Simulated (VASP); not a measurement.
Si2Ge3, 10 atoms in the cell. The structure is hexagonal, space group P6_3/mmc (No. 194). Conventional cell: a = 3.708 Å, b = 3.708 Å, c = 16.158 Å, α = 90.00°, β = 90.00°, γ = 120.00°. Si (site symmetry 3m) has 7 Ge at 2.55 to 3.37 Å and 1 Si at 3.32 Å within 3.4 Å. Ge (site symmetry 3m) has 4 Si at 2.55 to 3.37 Å and 4 Ge at 2.92 to 3.05 Å within 3.4 Å. Within 3.8 Å of Ge (site symmetry -6m2) lie 6 Si at 2.71 Å and 8 Ge at 3.05 to 3.71 Å. 

| Property | Result |
| --- | --- |
| Program | VASP 6.6.1 |
| Task | single point |
| Functional | PBE |
| Potentials or basis | VASP PAW PBE potentials, release 64 (Si, Ge_d) |
| Cutoff | 520 eV |
| k mesh | 12 × 12 × 2 |
| Occupations | gaussian, width 0.1 eV |
| Spin | no spin polarisation |
| Dipole correction | no |
| Further INCAR settings | ALGO = Normal; EDIFF = 1e-06; NBANDS = 61 |

Potentials or basis: VASP PAW PBE potentials, release 64 (Si, Ge_d).

Launch:

```bash
$ cat potpaw_PBE.64/Si/POTCAR potpaw_PBE.64/Ge_d/POTCAR > POTCAR
$ mpirun -np 1 vasp_std > vasp.out
```

Hardware: 1 thread of Intel(R) Xeon(R) Platinum 8488C (Sapphire Rapids), on a shared host.

Task: How long does it take, and how much memory?

Result: Wall time 6 min on 1 thread of Intel(R) Xeon(R) Platinum 8488C (Sapphire Rapids) (shared host), peak memory 0.49 GiB. Counts: scf iterations 13, k points 38.
